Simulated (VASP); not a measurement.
# Sb3Se (P6_3/mmc) in VASP: relaxation of cell and atoms with PBE

Aim: the relaxation of cell and atoms of Sb3Se with PBE.

Everything below comes from runs of VASP 6.6.1. Logs are shortened: lines on timing, memory, paths and dates and some standing lists are left out, and cuts for length are marked.

### Step 1. The cell of the first run

Symmetry: P6_3/mmc, No. 194, hexagonal system. The conventional cell has a = 6.648 Å, b = 6.648 Å, c = 5.403 Å, α = 90.00°, β = 90.00°, γ = 120.00°. Sb (site symmetry mm2) has 8 Sb at 3.21 to 3.44 Å and 4 Se at 3.32 to 3.35 Å within 4.2 Å. Se (site symmetry -6m2) has 12 Sb at 3.32 to 3.35 Å within 4.4 Å.

The cell was generated, and may not be a known phase.

### Step 2. Relaxation of cell and atoms, PBE

Input file INCAR:

```
SYSTEM = Sb3Se
PREC = Accurate
ENCUT = 600
EDIFF = 1E-6
ISMEAR = 0
SIGMA = 0.1
LREAL = .FALSE.
LASPH = .TRUE.
NELM = 60
ALGO = Fast
ISIF = 3
LWAVE = .FALSE.
LCHARG = .FALSE.
GGA = PE
IBRION = 2
NSW = 100
EDIFFG = -0.01
```

Input file KPOINTS:

```
regular mesh
0
G
  6 6 8
  0 0 0
```

Input file POSCAR:

```
Sb3Se
1.0
    6.6480972092      0.0000000000      0.0000000000
   -3.3240486046      5.7574210700      0.0000000000
    0.0000000000      0.0000000000      5.4027523640
Sb Se
6 2
Direct
    0.3214143941      0.1607071971      0.7500000000
    0.8392928029      0.1607071971      0.7500000000
    0.8392928029      0.6785856059      0.7500000000
    0.6785856059      0.8392928029      0.2500000000
    0.1607071971      0.8392928029      0.2500000000
    0.1607071971      0.3214143941      0.2500000000
    0.6666666667      0.3333333333      0.2500000000
    0.3333333333      0.6666666667      0.7500000000
```

Potentials or basis: VASP PAW PBE potentials, release 64 (Sb, Se).

Command:

```bash
$ cat potpaw_PBE.64/Sb/POTCAR potpaw_PBE.64/Se/POTCAR > POTCAR
$ mpirun -np 1 vasp_std > vasp.out
```

OUTCAR:

```text
SYSTEM = Sb3Se
   PREC = Accurate
   ENCUT = 600
   EDIFF = 1E-6
   ISMEAR = 0
   LREAL = .FALSE.
   LASPH = .TRUE.
   NELM = 60
   ISIF = 3
   GGA = PE
   IBRION = 2
   NSW = 100
   EDIFFG = -0.01

 ion  position               nearest neighbor table
   1  0.321  0.161  0.750-   2 3.21   3 3.21   6 3.27   6 3.27   5 3.27   5 3.27   2 3.44   3 3.44

   2  0.839  0.161  0.750-   1 3.21   3 3.21   6 3.27   6 3.27   4 3.27   4 3.27   1 3.44   3 3.44

   3  0.839  0.679  0.750-   1 3.21   2 3.21   4 3.27   4 3.27   5 3.27   5 3.27   2 3.44   1 3.44

   4  0.679  0.839  0.250-   5 3.21   6 3.21   3 3.27   3 3.27   2 3.27   2 3.27   5 3.44   6 3.44

   5  0.161  0.839  0.250-   4 3.21   6 3.21   3 3.27   3 3.27   1 3.27   1 3.27   4 3.44   6 3.44

   6  0.161  0.321  0.250-   4 3.21   5 3.21   1 3.27   1 3.27   2 3.27   2 3.27   4 3.44   5 3.44

   7  0.667  0.333  0.250-
   8  0.333  0.667  0.750-

  LATTYP: Found a hexagonal cell.
 ALAT       =     6.6480972092
 C/A-ratio  =     0.8126764989

  Lattice vectors:

 A1 = (   6.6480972092,   0.0000000000,   0.0000000000)
 A2 = (  -3.3240486046,   5.7574210700,   0.0000000000)
 A3 = (   0.0000000000,   0.0000000000,   5.4027523640)

Analysis of symmetry for initial positions (statically):
=====================================================================
 Subroutine PRICEL returns:
 Original cell was already a primitive cell.

 Routine SETGRP: Setting up the symmetry group for a
 hexagonal supercell.

 Subroutine GETGRP returns: Found 24 space group operations
 (whereof 12 operations were pure point group operations)
 out of a pool of 24 trial point group operations.

The static configuration has the point symmetry D_3d.
 The point group associated with its full space group is D_6h.

Analysis of symmetry for dynamics (positions and initial velocities):
=====================================================================
 Subroutine PRICEL returns:
 Original cell was already a primitive cell.

 Routine SETGRP: Setting up the symmetry group for a
 hexagonal supercell.

 Subroutine GETGRP returns: Found 24 space group operations
 (whereof 12 operations were pure point group operations)
 out of a pool of 24 trial point group operations.

The dynamic configuration has the point symmetry D_3d.
 The point group associated with its full space group is D_6h.

 Subroutine INISYM returns: Found 24 space group operations
 (whereof 12 operations are pure point group operations),
 and found     1 'primitive' translations

----------------------------------------------------------------------------------------

                                     Primitive cell

  volume of cell :     206.7952

  direct lattice vectors                    reciprocal lattice vectors
     6.648097209  0.000000000  0.000000000     0.150418980  0.086844438  0.000000000
    -3.324048605  5.757421070  0.000000000     0.000000000  0.173688877  0.000000000
     0.000000000  0.000000000  5.402752364     0.000000000  0.000000000  0.185090845

  length of vectors
     6.648097209  6.648097209  5.402752364     0.173688877  0.173688877  0.185090845

  position of ions in fractional coordinates (direct lattice)
     0.321414394  0.160707197  0.750000000
     0.839292803  0.160707197  0.750000000
     0.839292803  0.678585606  0.750000000
     0.678585606  0.839292803  0.250000000
     0.160707197  0.839292803  0.250000000
     0.160707197  0.321414394  0.250000000
     0.666666667  0.333333333  0.250000000
     0.333333333  0.666666667  0.750000000

  ion indices of the primitive-cell ions
   primitive index   ion index
                 1           1
                 2           2
                 3           3
                 4           4
                 5           5
                 6           6
                 7           7
                 8           8

----------------------------------------------------------------------------------------

 KPOINTS: regular mesh

Automatic generation of k-mesh.
 Grid dimensions read from file:
 generate k-points for:    6    6    8

 Generating k-lattice:

  Cartesian coordinates                     Fractional coordinates (reciprocal lattice)
     0.025069830  0.014474073  0.000000000     0.166666667  0.000000000  0.000000000
     0.000000000  0.028948146  0.000000000     0.000000000  0.166666667  0.000000000
     0.000000000  0.000000000  0.023136356     0.000000000  0.000000000  0.125000000

  Length of vectors
     0.028948146  0.028948146  0.023136356

  Shift w.r.t. Gamma in fractional coordinates (k-lattice)
     0.000000000  0.000000000  0.000000000

 Subroutine IBZKPT returns following result:
 ===========================================

 Found     35 irreducible k-points:

 Following reciprocal coordinates:
            Coordinates               Weight
  0.000000  0.000000  0.000000      1.000000
  0.166667 -0.000000  0.000000      6.000000
  0.333333 -0.000000  0.000000      6.000000
  0.500000  0.000000  0.000000      3.000000
  0.166667  0.166667  0.000000      6.000000
  0.333333  0.166667  0.000000     12.000000
[... 16 lines left out ...]
  0.166667 -0.000000  0.375000     12.000000
  0.333333 -0.000000  0.375000     12.000000
 [... further k-points ...]
   k-points           NKPTS =     35   k-points in BZ     NKDIM =     35   number of bands    NBANDS=     26
   number of dos      NEDOS =    301   number of ions     NIONS =      8
   total plane-waves  NPLWV = 139968
   dimension x,y,z NGX =    54 NGY =   54 NGZ =   48
   dimension x,y,z NGXF=   108 NGYF=  108 NGZF=   96
   ions per type =               6   2
   NGX,Y,Z   is equivalent  to a cutoff of  13.50, 13.50, 14.77 a.u.
   NGXF,Y,Z  is equivalent  to a cutoff of  27.01, 27.01, 29.54 a.u.
 SYSTEM =  Sb3Se
   PREC   = accura    normal or accurate (medium, high low for compatibility)
   ISTART =      0    job   : 0-new  1-cont  2-samecut
   ICHARG =      2    charge: 1-file 2-atom 10-const
   ISPIN  =      1    spin polarized calculation?
   LNONCOLLINEAR =      F non collinear calculations
   LSORBIT =      F    spin-orbit coupling
   LASPH  =      T    aspherical Exc in radial PAW
   ENCUT  =  600.0 eV  44.10 Ry    6.64 a.u.  13.28 13.28 10.79*2*pi/ulx,y,z
   NELM   =     60;   NELMIN=  2; NELMDL= -5     # of ELM steps
   EDIFF  = 0.1E-05   stopping-criterion for ELM
   LREAL  =      F    real-space projection
   EDIFFG = -.1E-01   stopping-criterion for IOM
   NSW    =    100    number of steps for IOM
   IBRION =      2    ionic relax: 0-MD 1-quasi-New 2-CG
   NFREE  =      1    steps in history (QN), initial steepest desc. (CG)
   ISIF   =      3    stress and relaxation
   ISYM   =      2    0-nonsym 1-usesym 2-fastsym
   POTIM  = 0.5000    time-step for ionic-motion
   TEBEG  =    0.0;   TEEND  =   0.0 temperature during run
   PSTRESS=    0.0 pullay stress
   NELECT =      42.0000    total number of electrons
   NUPDOWN=      -1.0000    fix difference up-down
   EMIN   =  10.00;   EMAX   =-10.00  energy-range for DOS
   EFERMI =   0.00;   METHOD = LEGACY
   ISMEAR =     0;   SIGMA  =   0.10  broadening in eV -4-tet -1-fermi 0-gaus
   EFERMI_NEDOS =   21; number of points for ismear=-14 and -15
   IALGO  =     68    algorithm
   IMIX   =      4    mixing-type and parameters
     AMIX     =   0.40;   BMIX     =  1.00
     AMIX_MAG =   1.60;   BMIX_MAG =  1.00
  volume/ion in A,a.u.               =      25.85       174.44
  Fermi-wavevector in a.u.,A,eV,Ry     =   0.962301  1.818486 12.599321  0.926024
  Thomas-Fermi vector in A             =   2.091748
   LORBIT       =      0    0 simple, 1 ext, 2 COOP (PROOUT), +10 PAW based schemes
   GGA     = PE    functional components
   LHFCALC =     F    Hartree Fock is set to
   AEXX    =    0.0000 exact exchange contribution
   IVDW    =     0    specifies the selected vdW correction
   LEPSILON=     F    determine dielectric tensor
   LRPA    =     F    only Hartree local field effects (RPA)
 conjugate gradient relaxation of ions
 non-spin polarized calculation
 RMM-DIIS sequential band-by-band and
 Gauss-broadening in eV      SIGMA  =   0.10
  energy-cutoff  :      600.00
  volume of cell :      206.80
 maximum number of plane-waves:      6970
 NGX is ok and might be reduce to    54
   NGX = 27   NGY = 27   NGZ = 21

--------------------------------------- Ionic step        1  -------------------------------------------

 number of electron      41.9999999 magnetization

 Free energy of the ion-electron system (eV)
  ---------------------------------------------------
  ext. energy  EPLUGINS =         0.00000000
  ---------------------------------------------------
  free energy    TOTEN  =       -29.77714342 eV

  energy without entropy =      -29.75575467  energy(sigma->0) =      -29.76644904

------------------------ aborting loop because EDIFF is reached ----------------------------------------

  FORCE on cell =-STRESS in cart. coord.  units (eV):
  Direction    XX          YY          ZZ          XY          YZ          ZX
  --------------------------------------------------------------------------------------
  -------------------------------------------------------------------------------------
  Total        0.4579395      0.4579395      0.4474947     -0.0000000     -0.0000000     -0.0000000
  in kB        3.5479562      3.5479562      3.4670338     -0.0000000     -0.0000000     -0.0000000
  external PRESSURE =       3.5209821 kB  Pullay stress =       0.0000000 kB
[... 107 lines left out ...]
  FREE ENERGIE OF THE ION-ELECTRON SYSTEM (eV)
  ---------------------------------------------------
  free  energy   TOTEN  =       -29.7923225809 eV

  energy  without entropy=      -29.7681036703  energy(sigma->0) =      -29.78021313

[... ionic steps 4 to 9 ...]

--------------------------------------- Ionic step       10  -------------------------------------------

 number of electron      41.9999999 magnetization

------------------------ aborting loop because EDIFF is reached ----------------------------------------
[... 79 lines left out ...]
--------------------------------------- Ionic step       12  -------------------------------------------

 number of electron      42.0000000 magnetization

 Free energy of the ion-electron system (eV)
  ---------------------------------------------------
  ext. energy  EPLUGINS =         0.00000000
  ---------------------------------------------------
  free energy    TOTEN  =       -29.82207924 eV

  energy without entropy =      -29.79461187  energy(sigma->0) =      -29.80834555

 E-fermi :   7.1219     XC(G=0): -10.0109

 val. band max:        7.1135070069   @ k =   0.5000   0.0000   0.1250
 cond. band min:       7.1253213608   @ k =   0.3333   0.1667   0.1250
 fundamental gap:      0.0118143539
 Fermi energy:         7.1219280930

 k-point     1 :       0.0000    0.0000    0.0000
  band No.  band energies     occupation
      1      -6.4273      2.00000
      2      -5.2036      2.00000
      3      -3.8910      2.00000
      4      -2.3374      2.00000
      5      -2.3374      2.00000
      6      -1.7321      2.00000
[... 685 lines left out ...]
     25       8.4392      0.00000
     26       8.9418      0.00000

 [... further k-points ...]

------------------------ aborting loop because EDIFF is reached ----------------------------------------

  FORCE on cell =-STRESS in cart. coord.  units (eV):
  Direction    XX          YY          ZZ          XY          YZ          ZX
  --------------------------------------------------------------------------------------
  -------------------------------------------------------------------------------------
  Total        0.0270539      0.0270539     -0.0468775      0.0000000      0.0000000      0.0000000
  in kB        0.2032210      0.2032210     -0.3521310      0.0000000      0.0000000      0.0000000
  external PRESSURE =       0.0181037 kB  Pullay stress =       0.0000000 kB
[... 23 lines left out ...]
  FREE ENERGIE OF THE ION-ELECTRON SYSTEM (eV)
  ---------------------------------------------------
  free  energy   TOTEN  =       -29.8220792427 eV

  energy  without entropy=      -29.7946118658  energy(sigma->0) =      -29.80834555

 reached required accuracy - stopping structural energy minimisation
```

It took 34 min on 1 thread of AMD EPYC 9755, shared host; peak memory 0.48 GiB.

Results:

```yaml
Free_energy: -29.8221 eV
Relaxed_volume: 26.66 Å³/atom
Relaxed_cell: a = 6.736 Å, b = 6.736 Å, c = 5.428 Å, α = 90.00°, β = 90.00°, γ = 120.00°
Space_group_after_relaxing_to_0.1_Å: P6_3/mmc (No. 194)
Energy_gained_by_relaxing: 5.6 meV/atom
Ionic_steps: 12
Pressure_after_relaxing: 0.0 GPa
Largest_force_after_relaxing: 0.009 eV/Å
Band_gap_on_the_k_mesh: zero (bands 21 and 22 overlap by 1.67 eV)
```

Forces on the atoms (eV/Å):
```
Sb   0.008  0.004  0.000
Sb  -0.008  0.004  0.000
Sb   0.000 -0.009  0.000
Sb  -0.008 -0.004  0.000
Sb   0.008 -0.004  0.000
Sb   0.000  0.009  0.000
Se   0.000  0.000  0.000
Se   0.000  0.000  0.000
```

Step by step:
```csv
step,energy change (eV),largest force (eV/Å),pressure (GPa),volume (Å³)
1,0.0000,0.1556,0.35,206.80
2,-0.0087,0.1599,-0.04,208.50
3,-0.0152,0.1758,-0.72,211.78
4,-0.0195,0.1656,-0.67,211.87
5,-0.0308,0.1306,-0.47,212.11
6,-0.0434,0.0195,-0.01,212.59
7,-0.0437,0.0095,0.09,212.69
8,-0.0437,0.0015,0.06,212.66
9,-0.0442,0.0034,0.04,212.84
10,-0.0448,0.0072,-0.03,213.38
11,-0.0449,0.0075,-0.04,213.46
12,-0.0449,0.0090,0.00,213.29
```

Final structure:
```
Sb Se
1.0
     6.73590    0.00000    0.00000
    -3.36795    5.83346    0.00000
     0.00000    0.00000    5.42812
Sb Se
6 2
Direct
  0.30830 0.15415 0.75000
  0.84585 0.15415 0.75000
  0.84585 0.69170 0.75000
  0.69170 0.84585 0.25000
  0.15415 0.84585 0.25000
  0.15415 0.30830 0.25000
  0.66667 0.33333 0.25000
  0.33333 0.66667 0.75000
```

Caveat: spin-orbit coupling is left out, which moves the levels of the heavy elements.
